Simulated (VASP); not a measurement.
# Al32N (a cell with a defect) in VASP: single point with PBE

Aim: the single point of Al32N (a cell with a defect) with PBE.

Program: VASP 6.6.1. These are calculated values, not measurements. Logs are shortened: lines on timing, memory, paths and dates and some standing lists are left out, and cuts for length are marked.

### Step 1. The cell of the first run

The cell holds a defect, 33 atoms: a = 8.100 Å, b = 8.100 Å, c = 8.100 Å, α = 90.00°, β = 90.00°, γ = 90.00°.

### Step 2. Single point, PBE

File INCAR:

```
PREC = Accurate
ENCUT = 520
EDIFF = 1E-6
ISMEAR = 0
SIGMA = 0.1
LREAL = Auto
LASPH = True
NELM = 120
ALGO = Normal
ISIF = 2
LWAVE = False
LCHARG = False
GGA = PE
NBANDS = 72
GGA_COMPAT = False
```

File KPOINTS:

```
Automatic mesh
0
Gamma
  3 3 3
```

File POSCAR:

```
Al32N
1.0
    8.1000000000      0.0000000000      0.0000000000
    0.0000000000      8.1000000000      0.0000000000
    0.0000000000      0.0000000000      8.1000000000
Al N
32 1
Direct
    0.5009141975      0.0011964198      0.0037820988
    0.7468106173      0.2508586420     -0.0008104938
    0.7785209877     -0.0023206173      0.2524017284
   -0.0019606173      0.0069365432     -0.0204619753
    0.2472032099      0.2504002469     -0.0003341975
    0.4982774074      0.5015185185     -0.0020097531
    0.7501272840      0.7549325926     -0.0001393827
    0.2439291358      0.0046123457      0.2455012346
    0.5009212346      0.2462643210      0.2488453086
    0.7385754321      0.5011666667      0.2495008642
    0.4966258025      0.0011359259      0.4946779012
    0.7502772840      0.2501216049      0.4950287654
    0.7388027160      0.0005409877      0.7488655556
   -0.0018292593      0.4991971605     -0.0091572840
    0.2469238272      0.7525490123     -0.0078109877
   -0.0019600000      0.2711219753      0.2431053086
    0.2584659259      0.5022556790      0.2487764198
    0.4966200000      0.7554182716      0.2489407407
   -0.0020118519      0.0058223457      0.5342456790
    0.2467943210      0.2577800000      0.4974141975
    0.5006106173      0.4942702469      0.5007703704
    0.7347440741      0.7459897531      0.5040890123
    0.2582646914      0.0012861728      0.7478175309
    0.4982856790      0.2520151852      0.7484570370
    0.7449135802      0.4990665432      0.7509276543
   -0.0020771605      0.7150961728      0.2441858025
   -0.0029724691      0.5015680247      0.5047129630
    0.2586407407      0.7410535802      0.5090539506
   -0.0018285185      0.2588875309      0.7508565432
    0.2508951852      0.4967506173      0.7532506173
    0.5006059259      0.7492765432      0.7557207407
   -0.0029751852      0.7456174074      0.7485158025
    0.0303585185      0.9300197531      0.3193800000
```

Potentials or basis: VASP PAW PBE potentials, release 64 (Al, N).

The run is started by

```sh
$ cat potpaw_PBE.64/Al/POTCAR potpaw_PBE.64/N/POTCAR > POTCAR
$ mpirun -np 1 vasp_std > vasp.out
```

OUTCAR:

```text
PREC = Accurate
   ENCUT = 520
   EDIFF = 1E-6
   ISMEAR = 0
   LREAL = Auto
   LASPH = True
   NELM = 120
   ISIF = 2
   GGA = PE

 ion  position               nearest neighbor table
   1  0.501  0.001  0.004-   9 2.81  18 2.81  13 2.82   7 2.84   2 2.84  23 2.86   8 2.86  31 2.86
                            15 2.88   5 2.88  24 2.90   3 3.02
   2  0.747  0.251  0.999-   9 2.84   1 2.84   4 2.84  16 2.84  25 2.84   6 2.86  24 2.86  29 2.86
                            14 2.86  10 2.87  13 2.87   3 2.91
   3  0.779  0.998  0.252-  33 2.18   4 2.84  16 2.84  12 2.85   7 2.85  19 2.89  26 2.90  22 2.90
                             2 2.91  18 3.01  11 3.01   9 3.02   1 3.02
   4  0.998  0.007  0.980-  29 2.76  13 2.81  23 2.82  32 2.83   5 2.83   3 2.84   2 2.84   7 2.87
                            15 2.88   8 2.93  16 3.02  26 3.19
   5  0.247  0.250  1.000-   8 2.82  30 2.82   4 2.83  16 2.83  29 2.85  14 2.85  23 2.87  17 2.87
                             6 2.88  24 2.88   9 2.88   1 2.88
   6  0.498  0.502  0.998-  31 2.81  17 2.81  10 2.82  30 2.82  25 2.83  24 2.86   2 2.86   5 2.88
                            15 2.88  18 2.89   7 2.89   9 2.90
   7  0.750  0.755  1.000-  31 2.83  26 2.84   1 2.84  13 2.85   3 2.85  32 2.85   4 2.87  18 2.88
                            10 2.88  14 2.89  25 2.89   6 2.89
   8  0.244  0.005  0.246-  33 1.93   5 2.82   9 2.86   1 2.86  11 2.87  18 2.87  20 2.89  15 2.89
                             4 2.93  16 2.94  28 3.02  19 3.07  26 3.08
   9  0.501  0.246  0.249-   1 2.81  11 2.81  10 2.82  12 2.84   2 2.84  17 2.86   8 2.86  21 2.86
[... 32 lines left out ...]
                            27 2.85  32 2.86   7 2.89  12 2.89
  26  0.998  0.715  0.244-  33 1.86  14 2.70  10 2.72  17 2.73  27 2.73   7 2.84  15 2.89   3 2.90
                            22 3.01  28 3.02   8 3.08   4 3.19  19 3.33
  27  0.997  0.502  0.505-  26 2.73  32 2.79  29 2.80  16 2.82  20 2.83  25 2.85  12 2.85  28 2.87
                            30 2.88  22 2.90  10 2.94  17 2.96
  28  0.259  0.741  0.509-  30 2.80  31 2.80  21 2.80  11 2.86  18 2.86  23 2.86  17 2.86  32 2.87
                            27 2.87  19 3.02  26 3.02   8 3.02
  29  0.998  0.259  0.751-  19 2.70  14 2.75   4 2.76  27 2.80  30 2.81  25 2.83   5 2.85   2 2.86
                            20 2.88  12 2.89  23 2.97  13 2.97
  30  0.251  0.497  0.753-  28 2.80  14 2.81  29 2.81   6 2.82  24 2.82   5 2.82  15 2.84  20 2.84
                            21 2.88  31 2.88  27 2.88  32 2.88
  31  0.501  0.749  0.756-  22 2.78  28 2.80  13 2.80   6 2.81  15 2.81   7 2.83  23 2.83  25 2.83
                             1 2.86  30 2.88  21 2.92  11 2.94
  32  0.997  0.746  0.749-  19 2.73  27 2.79  14 2.80   4 2.83  15 2.83   7 2.85  25 2.86  28 2.87
                            30 2.88  22 2.90  13 2.94  23 2.96
  33  0.030  0.930  0.319-  26 1.86  19 1.86   8 1.93   3 2.18

  LATTYP: Found a simple cubic cell.
 ALAT       =     8.1000000000

  Lattice vectors:

 A1 = (   8.1000000000,   0.0000000000,   0.0000000000)
 A2 = (   0.0000000000,   8.1000000000,   0.0000000000)
 A3 = (   0.0000000000,   0.0000000000,   8.1000000000)

[... 192 lines left out ...]
   ISMEAR =     0;   SIGMA  =   0.10  broadening in eV -4-tet -1-fermi 0-gaus
   EFERMI_NEDOS =   21; number of points for ismear=-14 and -15
   IALGO  =     38    algorithm
   IMIX   =      4    mixing-type and parameters
     AMIX     =   0.40;   BMIX     =  1.00
     AMIX_MAG =   1.60;   BMIX_MAG =  1.00
  volume/ion in A,a.u.               =      16.10       108.68
  Fermi-wavevector in a.u.,A,eV,Ry     =   0.941233  1.778672 12.053656  0.885919
  Thomas-Fermi vector in A             =   2.068723
   LORBIT       =      0    0 simple, 1 ext, 2 COOP (PROOUT), +10 PAW based schemes
   GGA     = PE    functional components
   LHFCALC =     F    Hartree Fock is set to
   AEXX    =    0.0000 exact exchange contribution
   IVDW    =     0    specifies the selected vdW correction
   LEPSILON=     F    determine dielectric tensor
   LRPA    =     F    only Hartree local field effects (RPA)
 non-spin polarized calculation
 Gauss-broadening in eV      SIGMA  =   0.10
  energy-cutoff  :      520.00
  volume of cell :      531.44
 maximum number of plane-waves:     14358
   NGX = 31   NGY = 31   NGZ = 31

 number of electron     100.9999999 magnetization

 Free energy of the ion-electron system (eV)
  ---------------------------------------------------
  ext. energy  EPLUGINS =         0.00000000
  ---------------------------------------------------
  free energy    TOTEN  =      -128.68212726 eV

  energy without entropy =     -128.65232971  energy(sigma->0) =     -128.66722848

 E-fermi :   7.9641     XC(G=0): -10.2371

 val. band max:        7.9186656749   @ k =   0.0000  -0.3333   0.3333
 cond. band min:       8.0014657891   @ k =   0.3333   0.0000   0.0000
 fundamental gap:      0.0828001142
 Fermi energy:         7.9641493942

 k-point     1 :       0.0000    0.0000    0.0000
  band No.  band energies     occupation
      1      -7.7481      2.00000
      2      -2.9183      2.00000
      3      -0.9927      2.00000
      4      -0.9522      2.00000
      5      -0.9277      2.00000
      6      -0.8914      2.00000
[... 899 lines left out ...]
     61       9.6971      0.00000
     62       9.8105      0.00000
 [bands above 62 left out]

------------------------ aborting loop because EDIFF is reached ----------------------------------------

  FORCE on cell =-STRESS in cart. coord.  units (eV):
  Direction    XX          YY          ZZ          XY          YZ          ZX
  --------------------------------------------------------------------------------------
  -------------------------------------------------------------------------------------
  Total       -0.1034813      5.1515868      5.1219022      0.5757944     -0.3997856     -0.5798226
  in kB       -0.3119734     15.5308974     15.4414047      1.7358931     -1.2052653     -1.7480372
  external PRESSURE =      10.2201096 kB  Pullay stress =       0.0000000 kB

 VOLUME and BASIS-vectors are now :
 -----------------------------------------------------------------------------
  energy-cutoff  :      520.00
  volume of cell :      531.44
      direct lattice vectors                 reciprocal lattice vectors
     8.100000000  0.000000000  0.000000000     0.123456790  0.000000000  0.000000000
     0.000000000  8.100000000  0.000000000     0.000000000  0.123456790  0.000000000
     0.000000000  0.000000000  8.100000000     0.000000000  0.000000000  0.123456790

 POSITION                                       TOTAL-FORCE (eV/Angst)
 -----------------------------------------------------------------------------------
      4.05740      0.00969      0.03064         0.001864      0.000285      0.006825
      6.04917      2.03196      8.09344         0.005631     -0.004697      0.004514
      6.30602      8.08120      2.04445         0.012848     -0.005228      0.001848
      8.08412      0.05619      7.93426         0.010782     -0.003723     -0.003015
      2.00235      2.02824      8.09729         0.002860      0.003191     -0.003118
      4.03605      4.06230      8.08372         0.001390      0.004878     -0.001820
[... 25 lines left out ...]
      8.07590      6.03950      6.06298        -0.002499     -0.000161      0.004572
      0.24590      7.53316      2.58698        -0.070246      0.049186     -0.033719
 -----------------------------------------------------------------------------------
    total drift:                               -0.013112     -0.015209      0.014974

  FREE ENERGIE OF THE ION-ELECTRON SYSTEM (eV)
  ---------------------------------------------------
  free  energy   TOTEN  =      -128.6821272623 eV

  energy  without entropy=     -128.6523297067  energy(sigma->0) =     -128.66722848
```

OSZICAR:

```text
N       E                     dE             d eps       ncg     rms          rms(c)
DAV:   1     0.167732392898E+03    0.16773E+03   -0.36000E+04  2016   0.113E+03
DAV:   2    -0.109332129821E+03   -0.27706E+03   -0.26118E+03  2408   0.153E+02
DAV:   3    -0.131623468777E+03   -0.22291E+02   -0.21620E+02  2528   0.375E+01
DAV:   4    -0.132149018793E+03   -0.52555E+00   -0.52279E+00  2392   0.623E+00
DAV:   5    -0.132154901895E+03   -0.58831E-02   -0.58805E-02  2400   0.784E-01    0.119E+01
DAV:   6    -0.128359398373E+03    0.37955E+01   -0.11360E+01  3216   0.150E+01    0.546E+00
DAV:   7    -0.128937486567E+03   -0.57809E+00   -0.88735E+00  2184   0.783E+00    0.433E+00
DAV:   8    -0.128787640442E+03    0.14985E+00   -0.22793E+00  2728   0.479E+00    0.246E+00
DAV:   9    -0.128666588453E+03    0.12105E+00   -0.55370E-01  2536   0.298E+00    0.101E+00
DAV:  10    -0.128685357855E+03   -0.18769E-01   -0.38813E-01  2288   0.141E+00    0.672E-01
DAV:  11    -0.128682754774E+03    0.26031E-02   -0.30223E-02  3008   0.764E-01    0.301E-01
DAV:  12    -0.128682163992E+03    0.59078E-03   -0.11510E-02  2248   0.365E-01    0.155E-01
DAV:  13    -0.128682125820E+03    0.38172E-04   -0.45708E-03  2288   0.195E-01    0.309E-02
DAV:  14    -0.128682141471E+03   -0.15652E-04   -0.32635E-04  2504   0.514E-02    0.302E-02
DAV:  15    -0.128682129331E+03    0.12141E-04   -0.70710E-05  3152   0.387E-02    0.143E-02
DAV:  16    -0.128682126312E+03    0.30184E-05   -0.21217E-05  2728   0.209E-02    0.332E-03
DAV:  17    -0.128682127618E+03   -0.13061E-05   -0.12087E-05  2296   0.105E-02    0.502E-03
DAV:  18    -0.128682127262E+03    0.35621E-06   -0.24540E-07  1224   0.263E-03
   1 F= -.12868213E+03 E0= -.12866723E+03  d E =-.297976E-01
```

stdout:

```text
POSCAR found type information on POSCAR AlN
 POSCAR found :  2 types and      33 ions
 scaLAPACK will be used
 LDA part: xc-table for (Slater+PW92), standard interpolation
 POSCAR, INCAR and KPOINTS ok, starting setup
 FFT: planning ... GRIDC
 FFT: planning ... GRID_SOFT
 FFT: planning ... GRID
 WAVECAR not read
 entering main loop
```

Run time: 8.7 min. Hardware: 1 thread of Intel Xeon 6975P-C (Granite Rapids), shared host; peak memory 0.66 GiB.

What came out:

```yaml
Free_energy: -128.6821 eV
Pressure: 1.0 GPa
Largest_force: 0.092 eV/Å
Band_gap_on_the_k_mesh: zero (an odd number of electrons rules out a gap without spin polarisation)
```

Forces in eV/Å, atoms in the order of the input:
```
Al   0.002  0.000  0.007
Al   0.006 -0.005  0.005
Al   0.013 -0.005  0.002
Al   0.011 -0.004 -0.003
Al   0.003  0.003 -0.003
Al   0.001  0.005 -0.002
Al   0.003  0.000  0.001
Al  -0.032 -0.004  0.001
Al   0.003 -0.009  0.001
Al  -0.001  0.006  0.004
Al   0.005 -0.003 -0.002
Al   0.001  0.002  0.002
Al   0.000 -0.004 -0.007
Al   0.003  0.003  0.001
Al   0.005  0.002  0.016
Al   0.011 -0.005  0.003
Al   0.012 -0.003  0.004
Al   0.004  0.003  0.002
Al   0.011 -0.013 -0.007
Al   0.007 -0.015 -0.002
Al  -0.008  0.002  0.004
Al   0.003 -0.009  0.009
Al   0.012 -0.004  0.001
Al   0.001  0.001 -0.004
Al   0.003 -0.005  0.006
Al   0.012  0.009  0.012
Al  -0.001 -0.007  0.002
Al  -0.010  0.009 -0.010
Al   0.003 -0.001 -0.004
Al  -0.001  0.005 -0.006
Al  -0.008 -0.002 -0.002
Al  -0.002  0.000  0.005
N   -0.070  0.049 -0.034
```

The gap in the log of VASP goes by the Fermi energy; the results here count the filled bands.